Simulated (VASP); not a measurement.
**SnO: single point with PBEsol**

SnO:

```
Sn O
1.0
     0.00000    0.00000   -3.89416
    -3.31561    0.00000    0.00000
     0.00000   11.41000   -1.94708
Sn O
4 4
Direct
  0.04038 0.00000 0.86689
  0.29038 0.00000 0.36689
  0.90727 0.50000 0.13311
  0.65727 0.50000 0.63311
  0.17983 0.00000 0.19268
  0.92983 0.00000 0.69268
  0.37251 0.50000 0.80732
  0.62251 0.50000 0.30732
```

This cell differs from its parent crystal: the part above a cut slid along it.

```yaml
Program: VASP 6.6.1
Task: single point
Functional: PBEsol
Potentials_or_basis: VASP PAW PBE potentials, release 64 (Sn_d, O)
Cutoff: 520 eV
k_mesh: 7 × 8 × 3
Occupations: gaussian, width 0.05 eV
Spin: no spin polarisation
```

- Pressure: 1.5 GPa
- Largest force: 0.458 eV/Å
- Band gap on the k mesh: 0.86 eV (least direct gap 1.18 eV)

Forces on the atoms (eV/Å):
```
Sn   0.000 -0.438  0.134
Sn   0.000  0.111  0.013
Sn   0.000  0.438  0.134
Sn   0.000 -0.111  0.013
O    0.000 -0.147 -0.128
O    0.000 -0.087 -0.020
O    0.000  0.147 -0.127
O    0.000  0.087 -0.019
```

Stress tensor (GPa, compression positive):
```
1.76 0.00 0.00
0.00 2.25 0.00
0.00 0.00 0.54
```

Levels at points of the mesh, in eV from the valence-band top:
```tsv
k point	band 36	band 37	band 38	band 39	band 40	band 41	band 42	band 43	band 44	band 45
(0.00, 0.00, 0.00)	-2.93	-2.44	-2.06	-1.93	0.00	2.56	2.92	3.33	4.71	5.12
(0.00, 0.50, 0.00)	-2.98	-1.63	-1.63	-1.34	-1.34	1.81	1.81	2.33	2.33	5.60
```

Run time: 13 min on 1 thread of Intel(R) Xeon(R) Platinum 8488C (Sapphire Rapids), on a shared host, peak memory 0.56 GiB.

Caveat: the cell differs from its parent crystal (the part above a cut slid along it); the PAW data sets were made with another functional, which shifts forces and pressure a little; spin-orbit coupling is left out, which moves the levels of the heavy elements. A k mesh can miss the band edges.
